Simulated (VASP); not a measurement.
# CdS (P1) in VASP: further runs

Runs on CdS. Level: PBE. Tasks: single point.

All numbers are computed with VASP 6.6.1; they aren't measurements. Logs are shortened: lines on timing, memory, paths and dates and some standing lists are left out, and cuts for length are marked.

### Step 1. The cell of the first run

The typed cell holds 8 atoms: a = 4.197 Å, b = 4.197 Å, c = 13.767 Å, α = 82.70°, β = 86.36°, γ = 60.00°.

### Step 2. Single point, PBE

INCAR

```
PREC = Accurate ; ENCUT = 520
EDIFF = 1E-7 ; ISMEAR = 0
SIGMA = 0.05 ; LREAL = False
LASPH = True ; NELM = 100
ALGO = Normal ; ISIF = 2
LWAVE = False ; LCHARG = False
GGA = PE ; NBANDS = 46
```

KPOINTS

```
regular mesh
0
Gamma
  7 7 2
```

POSCAR

```
CdS
1.0
   -2.0985806452     -3.6348483013      0.0000000000
    2.0985806452     -3.6348483013      0.0000000000
    0.8744086022     -1.5145201255     13.6554617430
Cd S
4 4
Direct
    0.6666666667      0.2892382275      0.9058282541
    0.6666666667      0.4975715608      0.4058282541
    0.3333333333      0.2684048941      0.1558282541
    0.3333333333      0.0600715608      0.6558282541
    0.6666666667      0.6274284392      0.0941717459
    0.6666666667      0.4190951059      0.5941717459
    0.3333333333      0.1899284392      0.3441717459
    0.3333333333     -0.0184048941      0.8441717459
```

Potentials or basis: VASP PAW PBE potentials, release 64 (Cd, S).

Launch:

```sh
$ cat potpaw_PBE.64/Cd/POTCAR potpaw_PBE.64/S/POTCAR > POTCAR
$ mpirun -np 1 vasp_std > vasp.out
```

OUTCAR:

```text
PREC = Accurate
   ENCUT = 520
   EDIFF = 1E-7
   ISMEAR = 0
   LREAL = False
   LASPH = True
   NELM = 100
   ISIF = 2
   GGA = PE

 ion  position               nearest neighbor table
   1  0.667  0.289  0.906-   8 2.57   8 2.57   8 2.57   5 3.11   3 3.64
   2  0.667  0.498  0.406-   7 2.57   7 2.57   7 2.57   6 2.57
   3  0.333  0.268  0.156-   5 2.57   5 2.57   5 2.57   7 2.57   1 3.64
   4  0.333  0.060  0.656-   6 2.57   6 2.57   6 2.57   8 2.57
   5  0.667  0.627  0.094-   3 2.57   3 2.57   3 2.57   1 3.11
   6  0.667  0.419  0.594-   4 2.57   4 2.57   4 2.57   2 2.57
   7  0.333  0.190  0.344-   2 2.57   2 2.57   2 2.57   3 2.57
   8  0.333  0.982  0.844-   1 2.57   1 2.57   1 2.57   4 2.57

  LATTYP: Found a base centered monoclinic cell.
 ALAT       =     4.1971612904
 B/A-ratio  =     1.7320508076
 C/A-ratio  =     3.2800715635
 COS(beta)  =    -0.1270297488

  Lattice vectors:

 A1 = (   2.0985806452,   3.6348483013,   0.0000000000)
 A2 = (  -4.1971612904,   0.0000000000,   0.0000000000)
 A3 = (   0.8744086022,  -1.5145201255,  13.6554617430)

Analysis of symmetry for initial positions (statically):
=====================================================================
 Subroutine PRICEL returns:
 Original cell was already a primitive cell.

 Routine SETGRP: Setting up the symmetry group for a
 base centered monoclinic supercell.

 Subroutine GETGRP returns: Found  1 space group operations
 (whereof  1 operations were pure point group operations)
 out of a pool of  4 trial point group operations.

The static configuration has the point symmetry C_1 .

Analysis of symmetry for dynamics (positions and initial velocities):
=====================================================================
 Subroutine PRICEL returns:
 Original cell was already a primitive cell.

 Routine SETGRP: Setting up the symmetry group for a
 base centered monoclinic supercell.

 Subroutine GETGRP returns: Found  1 space group operations
 (whereof  1 operations were pure point group operations)
 out of a pool of  4 trial point group operations.

The dynamic configuration has the point symmetry C_1 .

 Subroutine INISYM returns: Found  1 space group operations
 (whereof  1 operations are pure point group operations),
 and found     1 'primitive' translations

----------------------------------------------------------------------------------------

                                     Primitive cell

  volume of cell :     208.3283

  direct lattice vectors                    reciprocal lattice vectors
    -2.098580645 -3.634848301  0.000000000    -0.238256272 -0.137557322  0.000000000
     2.098580645 -3.634848301  0.000000000     0.238256272 -0.137557322 -0.030512822
     0.874408602 -1.514520126 13.655461743     0.000000000  0.000000000  0.073230772

  length of vectors
     4.197161290  4.197161290 13.766989396     0.275114645  0.276801554  0.073230772

  position of ions in fractional coordinates (direct lattice)
     0.666666667  0.289238228  0.905828254
     0.666666667  0.497571561  0.405828254
     0.333333333  0.268404894  0.155828254
     0.333333333  0.060071561  0.655828254
     0.666666667  0.627428439  0.094171746
     0.666666667  0.419095106  0.594171746
     0.333333333  0.189928439  0.344171746
     0.333333333  0.981595106  0.844171746

  ion indices of the primitive-cell ions
   primitive index   ion index
                 1           1
                 2           2
                 3           3
                 4           4
                 5           5
                 6           6
                 7           7
                 8           8

----------------------------------------------------------------------------------------

 KPOINTS: regular mesh

Automatic generation of k-mesh.
 Grid dimensions read from file:
 generate k-points for:    7    7    2

 Generating k-lattice:

  Cartesian coordinates                     Fractional coordinates (reciprocal lattice)
    -0.034036610 -0.019651046  0.000000000     0.142857143  0.000000000  0.000000000
     0.034036610 -0.019651046 -0.004358975     0.000000000  0.142857143  0.000000000
     0.000000000  0.000000000  0.036615386     0.000000000  0.000000000  0.500000000

  Length of vectors
     0.039302092  0.039543079  0.036615386

  Shift w.r.t. Gamma in fractional coordinates (k-lattice)
     0.000000000  0.000000000  0.000000000

 Subroutine IBZKPT returns following result:
 ===========================================

 Found     50 irreducible k-points:

 Following reciprocal coordinates:
            Coordinates               Weight
  0.000000  0.000000  0.000000      1.000000
  0.142857  0.000000  0.000000      2.000000
  0.285714  0.000000  0.000000      2.000000
  0.428571 -0.000000 -0.000000      2.000000
  0.000000  0.142857  0.000000      2.000000
 -0.142857 -0.142857 -0.000000      2.000000
[... 16 lines left out ...]
 -0.428571  0.428571  0.000000      2.000000
  0.142857 -0.428571  0.000000      2.000000
 [... further k-points ...]
   k-points           NKPTS =     50   k-points in BZ     NKDIM =     50   number of bands    NBANDS=     46
   number of dos      NEDOS =    301   number of ions     NIONS =      8
   total plane-waves  NPLWV = 110592
   dimension x,y,z NGX =    32 NGY =   32 NGZ =  108
   dimension x,y,z NGXF=    64 NGYF=   64 NGZF=  216
   ions per type =               4   4
   NGX,Y,Z   is equivalent  to a cutoff of  12.67, 12.67, 13.04 a.u.
   NGXF,Y,Z  is equivalent  to a cutoff of  25.35, 25.35, 26.08 a.u.
 SYSTEM =  unknown system
   PREC   = accura    normal or accurate (medium, high low for compatibility)
   ISTART =      0    job   : 0-new  1-cont  2-samecut
   ICHARG =      2    charge: 1-file 2-atom 10-const
   ISPIN  =      1    spin polarized calculation?
   LNONCOLLINEAR =      F non collinear calculations
   LSORBIT =      F    spin-orbit coupling
   LASPH  =      T    aspherical Exc in radial PAW
   ENCUT  =  520.0 eV  38.22 Ry    6.18 a.u.   7.80  7.80 25.60*2*pi/ulx,y,z
   NELM   =    100;   NELMIN=  2; NELMDL= -5     # of ELM steps
   EDIFF  = 0.1E-06   stopping-criterion for ELM
   LREAL  =      F    real-space projection
   EDIFFG = 0.1E-05   stopping-criterion for IOM
   NSW    =      0    number of steps for IOM
   IBRION =     -1    ionic relax: 0-MD 1-quasi-New 2-CG
   NFREE  =      0    steps in history (QN), initial steepest desc. (CG)
   ISIF   =      2    stress and relaxation
   ISYM   =      2    0-nonsym 1-usesym 2-fastsym
   POTIM  = 0.5000    time-step for ionic-motion
   TEBEG  =    0.0;   TEEND  =   0.0 temperature during run
   PSTRESS=    0.0 pullay stress
   NELECT =      72.0000    total number of electrons
   NUPDOWN=      -1.0000    fix difference up-down
   EMIN   =  10.00;   EMAX   =-10.00  energy-range for DOS
   EFERMI =   0.00;   METHOD = LEGACY
   ISMEAR =     0;   SIGMA  =   0.05  broadening in eV -4-tet -1-fermi 0-gaus
   EFERMI_NEDOS =   21; number of points for ismear=-14 and -15
   IALGO  =     38    algorithm
   IMIX   =      4    mixing-type and parameters
     AMIX     =   0.40;   BMIX     =  1.00
     AMIX_MAG =   1.60;   BMIX_MAG =  1.00
  volume/ion in A,a.u.               =      26.04       175.73
  Fermi-wavevector in a.u.,A,eV,Ry     =   1.148866  2.171043 17.958250  1.319894
  Thomas-Fermi vector in A             =   2.285539
   LORBIT       =      0    0 simple, 1 ext, 2 COOP (PROOUT), +10 PAW based schemes
   GGA     = PE    functional components
   LHFCALC =     F    Hartree Fock is set to
   AEXX    =    0.0000 exact exchange contribution
   IVDW    =     0    specifies the selected vdW correction
   LEPSILON=     F    determine dielectric tensor
   LRPA    =     F    only Hartree local field effects (RPA)
 non-spin polarized calculation
 Gauss-broadening in eV      SIGMA  =   0.05
  energy-cutoff  :      520.00
  volume of cell :      208.33
 maximum number of plane-waves:      5638
   NGX = 15   NGY = 15   NGZ = 51

 number of electron      72.0000010 magnetization

 Free energy of the ion-electron system (eV)
  ---------------------------------------------------
  ext. energy  EPLUGINS =         0.00000000
  ---------------------------------------------------
  free energy    TOTEN  =       -24.08937510 eV

  energy without entropy =      -24.08937510  energy(sigma->0) =      -24.08937510

 E-fermi :   1.3255     XC(G=0):  -8.9551

 val. band max:        1.0900448500   @ k =   0.0000   0.0000   0.0000
 cond. band min:       1.7569160873   @ k =   0.0000   0.0000   0.0000
 fundamental gap:      0.6668712373
 Fermi energy:         1.3254619937

 k-point     1 :       0.0000    0.0000    0.0000
  band No.  band energies     occupation
      1     -11.3561      2.00000
      2     -11.0454      2.00000
      3     -10.8097      2.00000
      4     -10.4467      2.00000
      5      -7.0040      2.00000
      6      -6.9884      2.00000
[... 38 lines left out ...]
     45       7.5524      0.00000
     46       7.6624      0.00000

 k-point     2 :       0.1429    0.0000    0.0000
  band No.  band energies     occupation
      1     -11.3022      2.00000
      2     -10.9981      2.00000
      3     -10.7640      2.00000
      4     -10.4047      2.00000
      5      -6.9674      2.00000
      6      -6.9535      2.00000
[... 38 lines left out ...]
     45       7.6452      0.00000
     46       7.8174      0.00000

 k-point     3 :       0.2857    0.0000    0.0000
  band No.  band energies     occupation
      1     -11.1811      2.00000
      2     -10.8913      2.00000
      3     -10.6618      2.00000
      4     -10.3090      2.00000
      5      -6.8999      2.00000
      6      -6.8605      2.00000
[... 38 lines left out ...]
     45       7.8356      0.00000
     46       8.0838      0.00000

 k-point     4 :       0.4286   -0.0000   -0.0000
  band No.  band energies     occupation
      1     -11.0849      2.00000
      2     -10.8057      2.00000
      3     -10.5809      2.00000
      4     -10.2311      2.00000
      5      -6.8595      2.00000
      6      -6.8296      2.00000
[... 920 lines left out ...]
     45       7.6559      0.00000
     46       7.8398      0.00000

 k-point    23 :      -0.4286    0.4286    0.0000
  band No.  band energies     occupation
      1     -11.0569      2.00000
      2     -10.7827      2.00000
      3     -10.5592      2.00000
      4     -10.2060      2.00000
      5      -6.8766      2.00000
      6      -6.8212      2.00000
[... 38 lines left out ...]
     45       7.5959      0.00000
     46       7.8397      0.00000

 k-point    24 :       0.1429   -0.4286    0.0000
  band No.  band energies     occupation
      1     -11.0563      2.00000
      2     -10.7828      2.00000
      3     -10.5593      2.00000
      4     -10.2071      2.00000
      5      -6.8672      2.00000
      6      -6.8046      2.00000
[... 38 lines left out ...]
     45       7.5581      0.00000
     46       8.0220      0.00000

 [... further k-points ...]
[... 5 lines left out ...]
  --------------------------------------------------------------------------------------
  -------------------------------------------------------------------------------------
  Total       -0.1144299     -1.3011022      0.2534593      0.4779373      0.6007853     -0.8367982
  in kB       -0.8800385    -10.0063027      1.9492633      3.6756414      4.6204209     -6.4355105
  external PRESSURE =      -2.9790260 kB  Pullay stress =       0.0000000 kB

 VOLUME and BASIS-vectors are now :
 -----------------------------------------------------------------------------
  energy-cutoff  :      520.00
  volume of cell :      208.33
      direct lattice vectors                 reciprocal lattice vectors
    -2.098580645 -3.634848301  0.000000000    -0.238256272 -0.137557322  0.000000000
     2.098580645 -3.634848301  0.000000000     0.238256272 -0.137557322 -0.030512822
     0.874408602 -1.514520126 13.655461743     0.000000000  0.000000000  0.073230772

 POSITION                                       TOTAL-FORCE (eV/Angst)
 -----------------------------------------------------------------------------------
      0.00000     -4.84646     12.36950         0.031639     -0.187925      0.251694
     -0.00000     -4.84646      5.54177         0.002610      0.002076     -0.156277
      0.00000     -2.42323      2.12791         0.143790      0.046981      0.080249
      0.00000     -2.42323      8.95564         0.021867     -0.001995     -0.150585
     -0.00000     -4.84646      1.28596        -0.359862      0.154338     -0.458424
      0.00000     -4.84646      8.11369         0.009195      0.002922      0.134536
      0.00000     -2.42323      4.69982        -0.020833      0.003793      0.159140
      2.09858     -6.05808     11.52755         0.171595     -0.020191      0.139668
 -----------------------------------------------------------------------------------
    total drift:                                0.000032     -0.000223     -0.001234

  FREE ENERGIE OF THE ION-ELECTRON SYSTEM (eV)
  ---------------------------------------------------
  free  energy   TOTEN  =       -24.0893750999 eV

  energy  without entropy=      -24.0893750999  energy(sigma->0) =      -24.08937510
```

Wall time 7.1 min (1 thread of Intel Xeon Platinum 8259CL at 2.50GHz (Skylake/Cascade Lake), shared host); peak memory 0.54 GiB.

Results:

```yaml
Free_energy: -24.0894 eV
Pressure: -0.3 GPa
Largest_force: 0.603 eV/Å
Band_gap_on_the_k_mesh: 0.67 eV, direct
```

Forces in eV/Å, atoms in the order of the input:
```
Cd   0.032 -0.188  0.252
Cd   0.003  0.002 -0.156
Cd   0.144  0.047  0.080
Cd   0.022 -0.002 -0.151
S   -0.360  0.154 -0.458
S    0.009  0.003  0.135
S   -0.021  0.004  0.159
S    0.172 -0.020  0.140
```

Levels at points of the mesh, in eV from the valence-band top:
```tsv
k point	band 32	band 33	band 34	band 35	band 36	band 37	band 38	band 39	band 40	band 41
(0.00, 0.00, 0.00)	-0.37	-0.35	-0.13	-0.08	0.00	0.67	2.25	2.60	2.69	5.46
(0.00, 0.00, 0.50)	-0.61	-0.41	-0.34	-0.08	-0.04	1.32	1.87	2.54	2.79	5.73
```

### Step 3. Single point, PBE

INCAR

```
SYSTEM = CdS
  ALGO = Normal
  EDIFF = 1E-6
  ENCUT = 520
  GGA = PE
  ISIF = 2
  ISMEAR = 0
  LASPH = .TRUE.
  LCHARG = .FALSE.
  LREAL = .FALSE.
  LWAVE = .FALSE.
  NBANDS = 46
  NELM = 100
  PREC = Accurate
  SIGMA = 0.05
```

KPOINTS

```
k-points
0
G
  7 7 2
  0 0 0
```

POSCAR

```
CdS
1.0
   -2.0985806452     -3.6348483013      0.0000000000
    2.0985806452     -3.6348483013      0.0000000000
    0.1748817204     -1.5145201255     13.6554617430
Cd S
4 4
Direct
    0.5156952910      0.4402096031      0.9058282541
    0.5990286243      0.5652096031      0.4058282541
    0.3073619576      0.2943762698      0.1558282541
    0.2240286243      0.1693762698      0.6558282541
    0.6509713757      0.6431237302      0.0941717459
    0.5676380423      0.5181237302      0.5941717459
    0.2759713757      0.2472903969      0.3441717459
    0.1926380423      0.1222903969      0.8441717459
```

Potentials or basis: VASP PAW PBE potentials, release 64 (Cd, S).

Launch:

```sh
$ cat potpaw_PBE.64/Cd/POTCAR potpaw_PBE.64/S/POTCAR > POTCAR
$ mpirun -np 1 vasp_std > vasp.out
```

Wall time 15 min (1 thread of AMD EPYC 7R43 (Zen 3), shared host); peak memory 0.5 GiB.

It converged, with:

* Free energy: -24.2018 eV
* Pressure: -0.3 GPa
* Largest force: 0.634 eV/Å
* Band gap on the k mesh: 0.78 eV, direct

Forces on the atoms (eV/Å):
```
Cd   0.007 -0.295  0.277
Cd   0.001  0.003 -0.137
Cd   0.038  0.054  0.071
Cd   0.005 -0.009 -0.126
S   -0.092  0.314 -0.544
S    0.002  0.002  0.119
S   -0.005  0.011  0.135
S    0.044 -0.079  0.204
```

Stress tensor (GPa, compression positive):
```
 0.27  0.09 -0.16
 0.09 -1.05  0.89
-0.16  0.89 -0.17
```

Levels at points of the mesh, in eV from the valence-band top:
| k point | band 34 | band 35 | band 36 | band 37 | band 38 | band 39 |
| --- | --- | --- | --- | --- | --- | --- |
| (0.00, 0.00, 0.00) | -0.10 | -0.05 | 0.00 | 0.78 | 2.39 | 2.65 |
| (0.00, 0.00, 0.50) | -0.29 | -0.05 | -0.02 | 1.48 | 1.90 | 2.61 |

### Step 4. Single point, PBE

INCAR

```
PREC = Accurate ; ENCUT = 520
EDIFF = 1E-6 ; ISMEAR = 0
SIGMA = 0.05 ; LREAL = F
LASPH = T ; NELM = 80
ALGO = Normal ; ISIF = 2
LWAVE = F ; LCHARG = F
GGA = PE ; NBANDS = 46
```

KPOINTS

```
regular mesh
0
Gamma
  7 7 2
```

POSCAR

```
CdS
1.0
   -2.0985806452     -3.6348483013      0.0000000000
    2.0985806452     -3.6348483013      0.0000000000
    0.3497634409     -0.6058080502     13.6554617430
Cd S
4 4
Direct
    0.6666666667      0.5156952910      0.9058282541
    0.6666666667      0.5990286243      0.4058282541
    0.3333333333      0.3073619576      0.1558282541
    0.3333333333      0.2240286243      0.6558282541
    0.6666666667      0.6509713757      0.0941717459
    0.6666666667      0.5676380424      0.5941717459
    0.3333333333      0.2759713757      0.3441717459
    0.3333333333      0.1926380424      0.8441717459
```

Launch:

```sh
$ cat potpaw_PBE.64/Cd/POTCAR potpaw_PBE.64/S/POTCAR > POTCAR
$ mpirun -np 1 vasp_std > vasp.out
```

Run time: 11 min. Hardware: 1 thread of Intel Xeon Platinum 8259CL at 2.50GHz (Skylake/Cascade Lake), shared host; peak memory 0.54 GiB.

Results (log left out):

| Property | Result |
| --- | --- |
| Free energy | -24.5045 eV |
| Pressure | 0.1 GPa |
| Largest force | 0.402 eV/Å |
| Band gap on the k mesh | 1.02 eV, direct |

Forces on the atoms (eV/Å):
```
Cd   0.047 -0.105  0.209
Cd   0.000  0.001 -0.034
Cd   0.051 -0.008  0.022
Cd   0.012 -0.013 -0.033
S   -0.196  0.226 -0.268
S    0.003 -0.002  0.029
S   -0.013  0.014  0.035
S    0.096 -0.114  0.038
```

Stress tensor (GPa, compression positive):
```
 0.43 -0.06 -0.42
-0.06 -0.18  0.62
-0.42  0.62 -0.05
```

Levels at points of the mesh, in eV from the valence-band top:
| k point | band 34 | band 35 | band 36 | band 37 | band 38 | band 39 |
| --- | --- | --- | --- | --- | --- | --- |
| (0.00, 0.00, 0.00) | -0.13 | -0.05 | 0.00 | 1.02 | 2.62 | 2.70 |
| (0.00, 0.00, 0.50) | -0.19 | -0.12 | -0.12 | 1.83 | 1.95 | 2.72 |

### Step 5. The runs side by side

| cell | gap on the mesh (eV) | pressure (GPa) | largest force (eV/Å) |
| --- | --- | --- | --- |
| a = 4.197, b = 4.197, c = 13.767 Å, angles 82.7, 86.4, 60.0°, 8 atoms | 0.67 | -0.3 | 0.60 |
| a = 4.197, b = 4.197, c = 13.740 Å, angles 84.2, 84.9, 60.0°, 8 atoms | 0.78 | -0.3 | 0.63 |
| a = 4.197, b = 4.197, c = 13.673 Å, angles 87.1, 88.5, 60.0°, 8 atoms | 1.02 | 0.1 | 0.40 |

Alike in all rows: task single point; level PBE; potentials or basis VASP PAW PBE potentials, release 64 (Cd, S); no spin polarisation; k mesh 7 × 7 × 2; cutoff (eV) 520; smearing gaussian 0.05 eV.

Total energies depend on the potentials used, so only differences within one code and one set of settings carry meaning.
